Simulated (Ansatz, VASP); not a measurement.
**Two plane-wave programs on Ta**

```
CELL_PARAMETERS angstrom
3.01029 0.00000 0.00000
-1.50514 2.60699 0.00000
0.00000 0.00000 5.34918
ATOMIC_POSITIONS crystal
Ta 0.33333 0.66667 0.25000
Ta 0.66667 0.33333 0.75000
```

Alike in both runs: task single point; functional PBE; k mesh 20 × 20 × 10; occupations fermi-dirac, width 0.1 eV; no spin polarisation.

|  | VASP | Ansatz |
| --- | --- | --- |
| version | VASP 6.6.1 | Ansatz 0.2.0 |
| potentials or method | VASP PAW PBE potentials, release 64 (Ta_pv), cutoff 520 eV | plane waves (420 eV) with PAW, scalar-relativistic |
| valence electrons in the cell | 22 | 26 |

Ansatz gave:

- pressure (GPa): -17.0
- traceless stress, the component that is largest in VASP (GPa): 0.83

Q: Which values does VASP return?

A: Pressure (GPa): -17.0; traceless stress, the component that is largest in VASP (GPa): 0.87.

VASP's potentials hold 22 valence electrons a cell and Ansatz's 26, so a difference there can come from the potentials and not from the codes.

Neither program's run includes spin-orbit coupling.
